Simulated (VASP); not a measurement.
# MgO (Fm-3m) in VASP: a series of runs

Runs on MgO. Level: PBE. Tasks: single point.

Program: VASP 6.6.1. These are calculated values, not measurements. Logs are shortened: lines on timing, memory, paths and dates and some standing lists are left out, and cuts for length are marked.

**What was measured.**

From “Electronic structure of alkaline earth and post-transition metal oxides”, 2009, arxiv:0908.1581, for a bulk crystal of MgO: band gap 7.83 eV.

The runs below are set against these values where they give the same quantity.

## Step 1: The cell of the first run

It takes space group Fm-3m (No. 225, cubic). Conventional cell: a = 4.254 Å, b = 4.254 Å, c = 4.254 Å, α = 90.00°, β = 90.00°, γ = 90.00°. Mg (site symmetry m-3m) has 6 O at 2.13 Å within 2.8 Å. O (site symmetry m-3m) has 6 Mg at 2.13 Å within 2.8 Å.

## Step 2: Single point, PBE

Contents of INCAR:

```
ALGO = Normal ; EDIFF = 1E-6
ENCUT = 520 ; GGA = PE
ISIF = 2 ; ISMEAR = 0
LASPH = T ; LCHARG = T
LELF = T ; LREAL = F
LVHAR = T ; LWAVE = F
NBANDS = 11 ; NELM = 60
PREC = Accurate ; SIGMA = 0.05
```

Contents of KPOINTS:

```
k-points
0
Gamma
  10 10 10
```

Contents of POSCAR:

```
MgO
1.0
    0.0000000000      2.1272186771      2.1272186771
    2.1272186771      0.0000000000      2.1272186771
    2.1272186771      2.1272186771      0.0000000000
Mg O
1 1
Direct
    0.0000000000      0.0000000000      0.0000000000
    0.5000000000      0.5000000000      0.5000000000
```

Potentials or basis: VASP PAW PBE potentials, release 64 (Mg, O).

Run with:

```console
> cat potpaw_PBE.64/Mg/POTCAR potpaw_PBE.64/O/POTCAR > POTCAR
> mpirun -np 1 vasp_std > vasp.out
```

OUTCAR:

```text
EDIFF = 1E-6
   ENCUT = 520
   GGA = PE
   ISIF = 2
   ISMEAR = 0
   LASPH = T
   LREAL = F
   NELM = 60
   PREC = Accurate

 ion  position               nearest neighbor table
   1  0.000  0.000  0.000-   2 2.13   2 2.13   2 2.13   2 2.13   2 2.13   2 2.13
   2  0.500  0.500  0.500-   1 2.13   1 2.13   1 2.13   1 2.13   1 2.13   1 2.13

  LATTYP: Found a face centered cubic cell.
 ALAT       =     4.2544373542

  Lattice vectors:

 A1 = (   0.0000000000,   2.1272186771,   2.1272186771)
 A2 = (   2.1272186771,   0.0000000000,   2.1272186771)
 A3 = (   2.1272186771,   2.1272186771,   0.0000000000)

Analysis of symmetry for initial positions (statically):
=====================================================================
 Subroutine PRICEL returns:
 Original cell was already a primitive cell.

 Routine SETGRP: Setting up the symmetry group for a
 face centered cubic supercell.

 Subroutine GETGRP returns: Found 48 space group operations
 (whereof 48 operations were pure point group operations)
 out of a pool of 48 trial point group operations.

The static configuration has the point symmetry O_h .

Analysis of symmetry for dynamics (positions and initial velocities):
=====================================================================
 Subroutine PRICEL returns:
 Original cell was already a primitive cell.

 Routine SETGRP: Setting up the symmetry group for a
 face centered cubic supercell.

 Subroutine GETGRP returns: Found 48 space group operations
 (whereof 48 operations were pure point group operations)
 out of a pool of 48 trial point group operations.

The dynamic configuration has the point symmetry O_h .

 Subroutine INISYM returns: Found 48 space group operations
 (whereof 48 operations are pure point group operations),
 and found     1 'primitive' translations

----------------------------------------------------------------------------------------

                                     Primitive cell

  volume of cell :      19.2516

  direct lattice vectors                    reciprocal lattice vectors
     0.000000000  2.127218677  2.127218677    -0.235048707  0.235048707  0.235048707
     2.127218677  0.000000000  2.127218677     0.235048707 -0.235048707  0.235048707
     2.127218677  2.127218677  0.000000000     0.235048707  0.235048707 -0.235048707

  length of vectors
     3.008341503  3.008341503  3.008341503     0.407116303  0.407116303  0.407116303

  position of ions in fractional coordinates (direct lattice)
     0.000000000  0.000000000  0.000000000
[... 88 lines left out ...]
   PSTRESS=    0.0 pullay stress
   NELECT =       8.0000    total number of electrons
   NUPDOWN=      -1.0000    fix difference up-down
   EMIN   =  10.00;   EMAX   =-10.00  energy-range for DOS
   EFERMI =   0.00;   METHOD = LEGACY
   ISMEAR =     0;   SIGMA  =   0.05  broadening in eV -4-tet -1-fermi 0-gaus
   EFERMI_NEDOS =   21; number of points for ismear=-14 and -15
   IALGO  =     38    algorithm
   IMIX   =      4    mixing-type and parameters
     AMIX     =   0.40;   BMIX     =  1.00
     AMIX_MAG =   1.60;   BMIX_MAG =  1.00
  volume/ion in A,a.u.               =       9.63        64.96
  Fermi-wavevector in a.u.,A,eV,Ry     =   1.221657  2.308597 20.305965  1.492446
  Thomas-Fermi vector in A             =   2.356832
   LORBIT       =      0    0 simple, 1 ext, 2 COOP (PROOUT), +10 PAW based schemes
   GGA     = PE    functional components
   LHFCALC =     F    Hartree Fock is set to
   AEXX    =    0.0000 exact exchange contribution
   IVDW    =     0    specifies the selected vdW correction
   LEPSILON=     F    determine dielectric tensor
   LRPA    =     F    only Hartree local field effects (RPA)
 non-spin polarized calculation
 Gauss-broadening in eV      SIGMA  =   0.05
  energy-cutoff  :      520.00
  volume of cell :       19.25
 maximum number of plane-waves:       534
 NGX is ok and might be reduce to    24
   NGX = 11   NGY = 11   NGZ = 11

 number of electron       8.0000004 magnetization

 Free energy of the ion-electron system (eV)
  ---------------------------------------------------
  ext. energy  EPLUGINS =         0.00000000
  ---------------------------------------------------
  free energy    TOTEN  =       -11.91163960 eV

  energy without entropy =      -11.91163960  energy(sigma->0) =      -11.91163960

 E-fermi :   3.3024     XC(G=0): -10.9373

 val. band max:        2.9652955212   @ k =   0.0000   0.0000   0.0000
 cond. band min:       7.4049149386   @ k =   0.0000   0.0000   0.0000
 fundamental gap:      4.4396194173
 Fermi energy:         3.3024420294

 k-point     1 :       0.0000    0.0000    0.0000
  band No.  band energies     occupation
      1     -14.1470      2.00000
      2       2.9653      2.00000
      3       2.9653      2.00000
      4       2.9653      2.00000
      5       7.4049      0.00000
      6      18.5944      0.00000
      7      18.5944      0.00000
      8      18.5944      0.00000
      9      22.4328      0.00000
     10      24.1725      0.00000
     11      24.1725      0.00000
[... 309 lines left out ...]
 k-point    24 :       0.4000    0.3000    0.0000
  band No.  band energies     occupation
      1     -12.9764      2.00000
      2      -0.5129      2.00000
      3       1.7054      2.00000
      4       1.9166      2.00000
      5      12.2440      0.00000
      6      13.0476      0.00000
      7      16.2496      0.00000
      8      20.7510      0.00000
      9      20.9525      0.00000
     10      27.4839      0.00000
     11      29.3451      0.00000

 [... further k-points ...]

------------------------ aborting loop because EDIFF is reached ----------------------------------------

  FORCE on cell =-STRESS in cart. coord.  units (eV):
  Direction    XX          YY          ZZ          XY          YZ          ZX
  --------------------------------------------------------------------------------------
  -------------------------------------------------------------------------------------
  Total       -0.0980512     -0.0980512     -0.0980512     -0.0000000     -0.0000000     -0.0000000
  in kB       -8.1601307     -8.1601307     -8.1601307     -0.0000000     -0.0000000     -0.0000000
  external PRESSURE =      -8.1601307 kB  Pullay stress =       0.0000000 kB

 VOLUME and BASIS-vectors are now :
 -----------------------------------------------------------------------------
  energy-cutoff  :      520.00
  volume of cell :       19.25
      direct lattice vectors                 reciprocal lattice vectors
     0.000000000  2.127218677  2.127218677    -0.235048707  0.235048707  0.235048707
     2.127218677  0.000000000  2.127218677     0.235048707 -0.235048707  0.235048707
     2.127218677  2.127218677  0.000000000     0.235048707  0.235048707 -0.235048707

 POSITION                                       TOTAL-FORCE (eV/Angst)
 -----------------------------------------------------------------------------------
      0.00000      0.00000      0.00000        -0.000000      0.000000     -0.000000
      2.12722      2.12722      2.12722         0.000000     -0.000000      0.000000
 -----------------------------------------------------------------------------------
    total drift:                               -0.000000     -0.000000      0.000000

  FREE ENERGIE OF THE ION-ELECTRON SYSTEM (eV)
  ---------------------------------------------------
  free  energy   TOTEN  =       -11.9116395982 eV

  energy  without entropy=      -11.9116395982  energy(sigma->0) =      -11.91163960
```

OSZICAR:

```text
N       E                     dE             d eps       ncg     rms          rms(c)
DAV:   1     0.154747255653E+02    0.15475E+02   -0.45269E+03  1178   0.638E+02
DAV:   2    -0.127640867719E+02   -0.28239E+02   -0.26943E+02  1208   0.136E+02
DAV:   3    -0.134664020321E+02   -0.70232E+00   -0.70153E+00  1234   0.187E+01
DAV:   4    -0.134682955305E+02   -0.18935E-02   -0.18935E-02  1118   0.109E+00
DAV:   5    -0.134683013140E+02   -0.57834E-05   -0.57834E-05  1220   0.606E-02    0.719E+00
DAV:   6    -0.119309723227E+02    0.15373E+01   -0.90035E+00  1073   0.163E+01    0.227E+00
DAV:   7    -0.119176848209E+02    0.13288E-01   -0.61755E-02  1118   0.217E+00    0.135E+00
DAV:   8    -0.119120826804E+02    0.56021E-02   -0.30085E-02  1091   0.193E+00    0.252E-01
DAV:   9    -0.119116607128E+02    0.42197E-03   -0.62711E-04  1169   0.175E-01    0.141E-01
DAV:  10    -0.119116374144E+02    0.23298E-04   -0.54069E-04  1142   0.172E-01    0.826E-03
DAV:  11    -0.119116397522E+02   -0.23378E-05   -0.31839E-06  1184   0.142E-02    0.598E-03
DAV:  12    -0.119116395982E+02    0.15393E-06   -0.70054E-07   637   0.625E-03
   1 F= -.11911640E+02 E0= -.11911640E+02  d E =-.151827E-23
```

stdout:

```text
POSCAR found type information on POSCAR MgO
 POSCAR found :  2 types and       2 ions
 scaLAPACK will be used
 LDA part: xc-table for (Slater+PW92), standard interpolation
 POSCAR, INCAR and KPOINTS ok, starting setup
 FFT: planning ... GRIDC
 FFT: planning ... GRID_SOFT
 FFT: planning ... GRID
 WAVECAR not read
 entering main loop
```

Run time: 13 s. Hardware: 1 thread of Intel Xeon Platinum 8259CL at 2.50GHz (Skylake/Cascade Lake), shared host; peak memory 0.14 GiB.

What came out:

```yaml
Free_energy: -11.9116 eV
Pressure: -0.8 GPa
Band_gap_on_the_k_mesh: 4.44 eV, direct
```

Levels at points of the mesh, in eV from the valence-band top:
```
           k point  band 2  band 3  band 4  band 5  band 6  band 7
(0.00, 0.00, 0.00)    0.00    0.00    0.00    4.44   15.63   15.63
(0.50, 0.00, 0.00)   -4.49   -0.62   -0.62    7.71   12.27   16.00
(0.50, 0.50, 0.00)   -3.96   -1.31   -1.31    9.08    9.65   12.78
```

## Step 3: Single point, PBE

Contents of INCAR:

```
SYSTEM = MgO
ALGO = Normal ; EDIFF = 1E-6
ENCUT = 600 ; GGA = PE
GGA_COMPAT = .FALSE. ; ISIF = 2
ISMEAR = 0 ; LASPH = .TRUE.
LCHARG = .FALSE. ; LREAL = .FALSE.
LWAVE = .FALSE. ; NBANDS = 11
NELM = 120 ; PREC = Accurate
SIGMA = 0.02
```

Contents of KPOINTS:

```
k-points
0
G
  10 10 10
  0 0 0
```

POSCAR is that of step 2.

Potentials or basis: VASP PAW PBE potentials, release 64 (Mg, O).

Run with:

```console
> cat potpaw_PBE.64/Mg/POTCAR potpaw_PBE.64/O/POTCAR > POTCAR
> mpirun -np 1 vasp_std > vasp.out
```

Run time: 15 s. Hardware: 1 thread of Intel Xeon 8259CL, shared host; peak memory 0.14 GiB.

Results (log left out):

- Free energy: -11.9148 eV
- Pressure: -1.1 GPa
- Band gap on the k mesh: 4.44 eV, direct

Levels at points of the mesh, in eV from the valence-band top:
| k point | band 2 | band 3 | band 4 | band 5 | band 6 | band 7 |
| --- | --- | --- | --- | --- | --- | --- |
| (0.00, 0.00, 0.00) | 0.00 | 0.00 | 0.00 | 4.44 | 15.63 | 15.63 |
| (0.50, 0.00, 0.00) | -4.49 | -0.62 | -0.62 | 7.71 | 12.27 | 16.00 |
| (0.50, 0.50, 0.00) | -3.96 | -1.31 | -1.31 | 9.08 | 9.65 | 12.78 |

## Step 4: Comparison with measurements

Step 2. Against the measured gap of MgO, 7.83 eV (quoted in “Electronic structure of alkaline earth and post-transition metal oxides”, 2009, arxiv:0908.1581), the calculated 4.44 eV is off by -3.39 eV. The value is that of PBE, without temperature or zero-point motion. Semilocal functionals fall short of measured gaps as a rule.

Step 3. Measured gap of MgO: 7.83 eV (quoted in “Electronic structure of alkaline earth and post-transition metal oxides”, 2009, arxiv:0908.1581). This calculation gives 4.44 eV (-3.39 eV). The value is that of PBE, without temperature or zero-point motion. Semilocal functionals fall short of measured gaps as a rule.
